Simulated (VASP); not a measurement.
# As (Cmmm) in VASP: relaxation of cell and atoms with PBE

Aim: the relaxation of cell and atoms of As with PBE.

Program: VASP 6.6.1. These are calculated values, not measurements. Logs are shortened: lines on timing, memory, paths and dates and some standing lists are left out, and cuts for length are marked.

**1. The cell of the first run**

It takes space group Cmmm (No. 65, orthorhombic). The conventional cell has a = 2.630 Å, b = 5.366 Å, c = 2.954 Å, α = 90.00°, β = 90.00°, γ = 90.00°. Within 3.5 Å of As (site symmetry mmm) lie 8 As at 2.63 to 2.99 Å.

The cell was generated, and may not be a known phase.

**2. Relaxation of cell and atoms, PBE**

The input, INCAR:

```
SYSTEM = As
PREC = Accurate ; ENCUT = 510
EDIFF = 1E-7 ; ISMEAR = 0
SIGMA = 0.1 ; LREAL = .False.
LASPH = .True. ; NELM = 120
ALGO = Normal ; ISIF = 3
LWAVE = .False. ; LCHARG = .False.
GGA = PE ; IBRION = 2
NSW = 90 ; EDIFFG = -0.04
GGA_COMPAT = .False. ; NELMIN = 4
```

The input, KPOINTS:

```
Automatic mesh
0
Gamma
  8 8 6
  0 0 0
```

The input, POSCAR:

```
As
1.0
    1.3148609958     -2.6829709431      0.0000000000
    1.3148609958      2.6829709431      0.0000000000
    0.0000000000      0.0000000000      2.9542649980
As
1
Direct
    0.5000000000      0.5000000000      0.0000000000
```

Potentials or basis: VASP PAW PBE potentials, release 64 (As_d).

Started as:

```
> cat potpaw_PBE.64/As_d/POTCAR > POTCAR
> mpirun -np 1 vasp_std > vasp.out
```

OUTCAR:

```text
SYSTEM = As
   PREC = Accurate
   ENCUT = 510
   EDIFF = 1E-7
   ISMEAR = 0
   LREAL = .False.
   LASPH = .True.
   NELM = 120
   ISIF = 3
   GGA = PE
   IBRION = 2
   NSW = 90
   EDIFFG = -0.04
   NELMIN = 4

 ion  position               nearest neighbor table
   1  0.500  0.500  0.000-

  LATTYP: Found a base centered orthorhombic cell.
 ALAT       =     2.6297219916
 B/A-ratio  =     2.0404977801
 C/A-ratio  =     1.1234134283

  Lattice vectors:

 A1 = (   1.3148609958,  -2.6829709431,   0.0000000000)
 A2 = (   1.3148609958,   2.6829709431,   0.0000000000)
 A3 = (   0.0000000000,   0.0000000000,   2.9542649980)

Analysis of symmetry for initial positions (statically):
=====================================================================
 Subroutine PRICEL returns:
 Original cell was already a primitive cell.

 Routine SETGRP: Setting up the symmetry group for a
 base centered orthorhombic supercell.

 Subroutine GETGRP returns: Found  8 space group operations
 (whereof  8 operations were pure point group operations)
 out of a pool of  8 trial point group operations.

The static configuration has the point symmetry D_2h.

Analysis of symmetry for dynamics (positions and initial velocities):
=====================================================================
 Subroutine PRICEL returns:
 Original cell was already a primitive cell.

 Routine SETGRP: Setting up the symmetry group for a
 base centered orthorhombic supercell.

 Subroutine GETGRP returns: Found  8 space group operations
 (whereof  8 operations were pure point group operations)
 out of a pool of  8 trial point group operations.

The dynamic configuration has the point symmetry D_2h.

 Subroutine INISYM returns: Found  8 space group operations
 (whereof  8 operations are pure point group operations),
 and found     1 'primitive' translations

----------------------------------------------------------------------------------------

                                     Primitive cell

  volume of cell :      20.8437

  direct lattice vectors                    reciprocal lattice vectors
     1.314860996 -2.682970943  0.000000000     0.380268334 -0.186360572  0.000000000
     1.314860996  2.682970943  0.000000000     0.380268334  0.186360572  0.000000000
     0.000000000  0.000000000  2.954264998     0.000000000  0.000000000  0.338493670

  length of vectors
     2.987840779  2.987840779  2.954264998     0.423478770  0.423478770  0.338493670

  position of ions in fractional coordinates (direct lattice)
     0.500000000  0.500000000  0.000000000

  ion indices of the primitive-cell ions
   primitive index   ion index
                 1           1

----------------------------------------------------------------------------------------

 KPOINTS: Automatic mesh

Automatic generation of k-mesh.
 Grid dimensions read from file:
 generate k-points for:    8    8    6

 Generating k-lattice:

  Cartesian coordinates                     Fractional coordinates (reciprocal lattice)
     0.047533542 -0.023295072  0.000000000     0.125000000 -0.000000000  0.000000000
     0.047533542  0.023295072  0.000000000    -0.000000000  0.125000000  0.000000000
     0.000000000  0.000000000  0.056415612     0.000000000  0.000000000  0.166666667

  Length of vectors
     0.052934846  0.052934846  0.056415612

  Shift w.r.t. Gamma in fractional coordinates (k-lattice)
     0.000000000  0.000000000  0.000000000

 Subroutine IBZKPT returns following result:
 ===========================================

 Found     84 irreducible k-points:

 Following reciprocal coordinates:
            Coordinates               Weight
  0.000000  0.000000  0.000000      1.000000
  0.125000  0.000000  0.000000      4.000000
  0.250000  0.000000  0.000000      4.000000
  0.375000  0.000000  0.000000      4.000000
  0.500000  0.000000  0.000000      2.000000
  0.125000  0.125000  0.000000      2.000000
[... 16 lines left out ...]
  0.125000  0.000000  0.166667      8.000000
  0.250000  0.000000  0.166667      8.000000
 [... further k-points ...]
   k-points           NKPTS =     84   k-points in BZ     NKDIM =     84   number of bands    NBANDS=     11
   number of dos      NEDOS =    301   number of ions     NIONS =      1
   total plane-waves  NPLWV =  13824
   dimension x,y,z NGX =    24 NGY =   24 NGZ =   24
   dimension x,y,z NGXF=    48 NGYF=   48 NGZF=   48
   ions per type =               1
   NGX,Y,Z   is equivalent  to a cutoff of  13.35, 13.35, 13.51 a.u.
   NGXF,Y,Z  is equivalent  to a cutoff of  26.71, 26.71, 27.01 a.u.
 SYSTEM =  As
   PREC   = accura    normal or accurate (medium, high low for compatibility)
   ISTART =      0    job   : 0-new  1-cont  2-samecut
   ICHARG =      2    charge: 1-file 2-atom 10-const
   ISPIN  =      1    spin polarized calculation?
   LNONCOLLINEAR =      F non collinear calculations
   LSORBIT =      F    spin-orbit coupling
   LASPH  =      T    aspherical Exc in radial PAW
   ENCUT  =  510.0 eV  37.48 Ry    6.12 a.u.   5.50  5.50  5.44*2*pi/ulx,y,z
   NELM   =    120;   NELMIN=  4; NELMDL= -5     # of ELM steps
   EDIFF  = 0.1E-06   stopping-criterion for ELM
   LREAL  =      F    real-space projection
   EDIFFG = -.4E-01   stopping-criterion for IOM
   NSW    =     90    number of steps for IOM
   IBRION =      2    ionic relax: 0-MD 1-quasi-New 2-CG
   NFREE  =      1    steps in history (QN), initial steepest desc. (CG)
   ISIF   =      3    stress and relaxation
   ISYM   =      2    0-nonsym 1-usesym 2-fastsym
   POTIM  = 0.5000    time-step for ionic-motion
   TEBEG  =    0.0;   TEEND  =   0.0 temperature during run
   PSTRESS=    0.0 pullay stress
   NELECT =      15.0000    total number of electrons
   NUPDOWN=      -1.0000    fix difference up-down
   EMIN   =  10.00;   EMAX   =-10.00  energy-range for DOS
   EFERMI =   0.00;   METHOD = LEGACY
   ISMEAR =     0;   SIGMA  =   0.10  broadening in eV -4-tet -1-fermi 0-gaus
   EFERMI_NEDOS =   21; number of points for ismear=-14 and -15
   IALGO  =     38    algorithm
   IMIX   =      4    mixing-type and parameters
     AMIX     =   0.40;   BMIX     =  1.00
     AMIX_MAG =   1.60;   BMIX_MAG =  1.00
  volume/ion in A,a.u.               =      20.84       140.66
  Fermi-wavevector in a.u.,A,eV,Ry     =   1.467056  2.772335 29.283203  2.152255
  Thomas-Fermi vector in A             =   2.582720
   LORBIT       =      0    0 simple, 1 ext, 2 COOP (PROOUT), +10 PAW based schemes
   GGA     = PE    functional components
   LHFCALC =     F    Hartree Fock is set to
   AEXX    =    0.0000 exact exchange contribution
   IVDW    =     0    specifies the selected vdW correction
   LEPSILON=     F    determine dielectric tensor
   LRPA    =     F    only Hartree local field effects (RPA)
 conjugate gradient relaxation of ions
 non-spin polarized calculation
 Gauss-broadening in eV      SIGMA  =   0.10
  energy-cutoff  :      510.00
  volume of cell :       20.84
 maximum number of plane-waves:       555
 NGX is ok and might be reduce to    24
   NGX = 11   NGY = 11   NGZ = 11

--------------------------------------- Ionic step        1  -------------------------------------------

 number of electron      15.0000007 magnetization

 Free energy of the ion-electron system (eV)
  ---------------------------------------------------
  ext. energy  EPLUGINS =         0.00000000
  ---------------------------------------------------
  free energy    TOTEN  =        -4.27008610 eV

  energy without entropy =       -4.26632067  energy(sigma->0) =       -4.26820338

------------------------ aborting loop because EDIFF is reached ----------------------------------------

  FORCE on cell =-STRESS in cart. coord.  units (eV):
  Direction    XX          YY          ZZ          XY          YZ          ZX
  --------------------------------------------------------------------------------------
  -------------------------------------------------------------------------------------
  Total        1.6149283     -0.5767885     -0.9535904      0.0000000      0.0000000      0.0000000
  in kB      124.1333783    -44.3355300    -73.2988529      0.0000000      0.0000000      0.0000000
  external PRESSURE =       2.1663318 kB  Pullay stress =       0.0000000 kB
[... 86 lines left out ...]
  FREE ENERGIE OF THE ION-ELECTRON SYSTEM (eV)
  ---------------------------------------------------
  free  energy   TOTEN  =        -4.4023837918 eV

  energy  without entropy=       -4.3984844008  energy(sigma->0) =       -4.40043410

[... ionic steps 4 to 7 ...]

--------------------------------------- Ionic step        8  -------------------------------------------

 number of electron      14.9999996 magnetization

------------------------ aborting loop because EDIFF is reached ----------------------------------------

  FORCE on cell =-STRESS in cart. coord.  units (eV):
  Direction    XX          YY          ZZ          XY          YZ          ZX
  --------------------------------------------------------------------------------------
  -------------------------------------------------------------------------------------
  Total        0.2016400      0.1179057     -0.0526173      0.0000000      0.0000000      0.0000000
  in kB       15.9408347      9.3211429     -4.1597105      0.0000000      0.0000000      0.0000000
  external PRESSURE =       7.0340890 kB  Pullay stress =       0.0000000 kB
[... 55 lines left out ...]
  energy  without entropy=       -4.4170554754  energy(sigma->0) =       -4.41824710

--------------------------------------- Ionic step       10  -------------------------------------------

 number of electron      15.0000000 magnetization

 Free energy of the ion-electron system (eV)
  ---------------------------------------------------
  ext. energy  EPLUGINS =         0.00000000
  ---------------------------------------------------
  free energy    TOTEN  =        -4.42000333 eV

  energy without entropy =       -4.41778442  energy(sigma->0) =       -4.41889387

 E-fermi :   4.0010     XC(G=0): -11.0936

 val. band max:        3.8578082413   @ k =   0.5000   0.1250   0.0000
 cond. band min:       4.0307180492   @ k =  -0.3750   0.2500   0.0000
 fundamental gap:      0.1729098079
 Fermi energy:         4.0009860073

 k-point     1 :       0.0000    0.0000    0.0000
  band No.  band energies     occupation
      1     -32.1373      2.00000
      2     -32.1239      2.00000
      3     -32.1111      2.00000
      4     -32.0578      2.00000
      5     -32.0559      2.00000
      6     -10.7138      2.00000
      7       8.1580      0.00000
      8       8.4015      0.00000
      9       8.7645      0.00000
     10      12.7752      0.00000
     11      15.0994      0.00000
[... 309 lines left out ...]
 k-point    24 :       0.2500    0.0000    0.1667
  band No.  band energies     occupation
      1     -32.1255      2.00000
      2     -32.1000      2.00000
      3     -32.0953      2.00000
      4     -32.0711      2.00000
      5     -32.0652      2.00000
      6      -8.9814      2.00000
      7       2.7159      2.00000
      8       5.4444      0.00000
      9       7.3438      0.00000
     10      12.7725      0.00000
     11      17.2372      0.00000

 [... further k-points ...]

------------------------ aborting loop because EDIFF is reached ----------------------------------------

  FORCE on cell =-STRESS in cart. coord.  units (eV):
  Direction    XX          YY          ZZ          XY          YZ          ZX
  --------------------------------------------------------------------------------------
  -------------------------------------------------------------------------------------
  Total        0.0392887      0.0041291      0.0148205      0.0000000      0.0000000      0.0000000
  in kB        3.0838409      0.3241038      1.1632892      0.0000000      0.0000000      0.0000000
  external PRESSURE =       1.5237447 kB  Pullay stress =       0.0000000 kB
[... 16 lines left out ...]
  FREE ENERGIE OF THE ION-ELECTRON SYSTEM (eV)
  ---------------------------------------------------
  free  energy   TOTEN  =        -4.4200033284 eV

  energy  without entropy=       -4.4177844210  energy(sigma->0) =       -4.41889387

 reached required accuracy - stopping structural energy minimisation
```

Run time: 39 s. Hardware: 1 thread of Intel Xeon 6975P-C (Granite Rapids), shared host; peak memory 0.15 GiB.

What came out:

```
Free energy                           : -4.4200 eV
Relaxed volume                        : 20.41 Å³/atom
Relaxed cell                          : a = 2.919 Å, b = 2.919 Å, c = 2.702 Å, α = 90.00°, β = 90.00°, γ = 117.53°
Space group after relaxing (to 0.1 Å) : Cmmm (No. 65)
Energy gained by relaxing             : 149.9 meV/atom
Ionic steps                           : 10
Pressure after relaxing               : 0.2 GPa
Band gap on the k mesh                : zero (an odd number of electrons rules out a gap without spin polarisation)
```

Step by step:
```csv
step,energy change (eV),largest force (eV/Å),pressure (GPa),volume (Å³)
1,0.0000,0.0000,0.22,20.84
2,-0.1296,0.0000,-1.76,20.84
3,-0.1323,0.0000,-1.71,20.83
4,-0.1362,0.0000,-1.56,20.79
5,-0.1464,0.0000,-0.97,20.70
6,-0.1443,0.0000,-0.39,20.65
7,-0.1467,0.0000,-0.94,20.69
8,-0.1489,0.0000,0.70,20.27
9,-0.1494,0.0000,0.24,20.39
10,-0.1499,0.0000,0.15,20.41
```

Final structure:
```
CELL_PARAMETERS angstrom
1.51345 -2.49566 0.00000
1.51345 2.49566 0.00000
0.00000 0.00000 2.70211
ATOMIC_POSITIONS crystal
As 0.50000 0.50000 0.00000
```

Levels at points of the mesh, in eV from the Fermi level:
| k point | band 3 | band 4 | band 5 | band 6 | band 7 | band 8 | band 9 | band 10 | band 11 |
| --- | --- | --- | --- | --- | --- | --- | --- | --- | --- |
| (0.00, 0.00, 0.00) | -36.11 | -36.06 | -36.06 | -14.71 | 4.16 | 4.40 | 4.76 | 8.77 | 11.10 |
| (0.50, 0.00, 0.00) | -36.08 | -36.07 | -36.06 | -11.23 | -6.47 | 1.81 | 6.74 | 6.87 | 13.71 |
| (0.50, 0.50, 0.00) | -36.08 | -36.07 | -36.06 | -10.77 | -6.37 | 0.75 | 5.77 | 7.19 | 14.18 |
| (0.00, 0.00, 0.50) | -36.09 | -36.08 | -36.04 | -11.52 | -6.76 | 6.35 | 6.95 | 14.31 | 14.49 |
| (0.50, 0.00, 0.50) | -36.09 | -36.08 | -36.02 | -7.87 | -3.81 | -3.75 | 2.87 | 4.14 | 10.40 |
| (0.50, 0.50, 0.50) | -36.09 | -36.08 | -36.02 | -7.37 | -3.68 | -3.47 | 3.08 | 3.11 | 9.39 |

Caveat: an odd number of electrons without spin polarisation forces a metal; a magnetic or distorted state may lie lower.

The gap in the log of VASP goes by the Fermi energy; the results here count the filled bands.